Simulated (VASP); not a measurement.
Here is a VASP 6.6.1 calculation.

INCAR

```
ALGO = Normal
EDIFF = 1E-6
ENCUT = 520
GGA = PE
ISIF = 2
ISMEAR = 0
LASPH = True
LCHARG = False
LREAL = False
LWAVE = False
NBANDS = 39
NELM = 60
PREC = Accurate
SIGMA = 0.1
```

Contents of KPOINTS:

```
k-points
0
Gamma
  4 4 4
```

File POSCAR:

```
Hf2TeW2S
1.0
    4.6314531400      0.0000000000      0.0000000000
    0.0000000000      4.6314531400      0.0000000000
    0.0000000000      0.0000000000      6.5370505500
Hf Te W S
2 1 2 1
Direct
    0.5000000000      0.5000000000      0.0000000000
    0.0000000000      0.0000000000      0.5000000000
    0.0000000000      0.0000000000      0.0000000000
    0.5000000000      0.0000000000      0.7581456300
    0.0000000000      0.5000000000      0.2418543700
    0.5000000000      0.5000000000      0.5000000000
```

Potentials or basis: VASP PAW PBE potentials, release 64 (Hf_pv, Te, W_sv, S).

Command:

```console
$ cat potpaw_PBE.64/Hf_pv/POTCAR potpaw_PBE.64/Te/POTCAR potpaw_PBE.64/W_sv/POTCAR potpaw_PBE.64/S/POTCAR > POTCAR
$ mpirun -np 1 vasp_std > vasp.out
```

Question: Predict the pressure.

Answer: -7.7 GPa.

Question: What does it give for the largest force?

Answer: 1.089 eV/Å.

Forces in eV/Å, atoms in the order of the input:
```
Hf   0.000  0.000  0.000
Hf   0.000  0.000  0.000
Te   0.000  0.000  0.000
W    0.000  0.000 -1.089
W    0.000  0.000  1.089
S    0.000  0.000  0.000
```

Caveat: forces of over 1 eV/Å act on the atoms, so gaps and moduli don't describe the material at rest.
